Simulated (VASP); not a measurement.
Input of a VASP 6.6.1 run:

File INCAR:

```
SYSTEM = Ta5N6
  ALGO = Fast
  EDIFF = 1E-6
  ENCUT = 520
  GGA = PS
  ISIF = 2
  ISMEAR = 0
  LASPH = .TRUE.
  LCHARG = .FALSE.
  LREAL = Auto
  LWAVE = .FALSE.
  NBANDS = 102
  NELM = 80
  PREC = Accurate
  SIGMA = 0.1
```

KPOINTS

```
k-points
0
G
  12 12 4
  0 0 0
```

File POSCAR:

```
Ta5N6
1.0
    5.0628138365      0.0000000000      0.0000000000
   -2.5314069183      4.3845253970      0.0000000000
    0.0000000000      0.0000000000     10.1290346963
Ta N
10 12
Direct
    0.3333333333      0.6666666667      0.0000000000
    0.6666666667      0.3333333333      0.5000000000
    0.6666666667      0.3333333333      0.0000000000
    0.3333333333      0.6666666667      0.5000000000
    0.3266103586      0.0000000000      0.2500000000
    0.3266103586      0.3266103586      0.7500000000
    0.0000000000      0.3266103586      0.2500000000
    0.6733896414      0.0000000000      0.7500000000
    0.6733896414      0.6733896414      0.2500000000
    0.0000000000      0.6733896414      0.7500000000
    0.3326580004      0.0000000000      0.6209007641
    0.3326580004      0.3326580004      0.1209007641
    0.0000000000      0.3326580004      0.6209007641
    0.6673419996      0.0000000000      0.1209007641
    0.6673419996      0.6673419996      0.6209007641
    0.0000000000      0.6673419996      0.1209007641
    0.0000000000      0.6673419996      0.3790992359
    0.6673419996      0.6673419996      0.8790992359
    0.6673419996      0.0000000000      0.3790992359
    0.0000000000      0.3326580004      0.8790992359
    0.3326580004      0.3326580004      0.3790992359
    0.3326580004      0.0000000000      0.8790992359
```

Potentials or basis: VASP PAW PBE potentials, release 64 (Ta_pv, N).

Command:

```console
$ cat potpaw_PBE.64/Ta_pv/POTCAR potpaw_PBE.64/N/POTCAR > POTCAR
$ mpirun -np 1 vasp_std > vasp.out
```

(1) Estimate the pressure.

(2) Predict the largest force.

(3) Estimate the band gap on the k mesh.

Results:

(1) 23.2 GPa.

(2) 0.028 eV/Å.

(3) zero (bands 85 and 86 overlap by 0.75 eV).

Caveat: the cell stands under pressure; the PAW data sets were made with another functional, which shifts forces and pressure a little; spin-orbit coupling is left out, which moves the levels of the heavy elements.
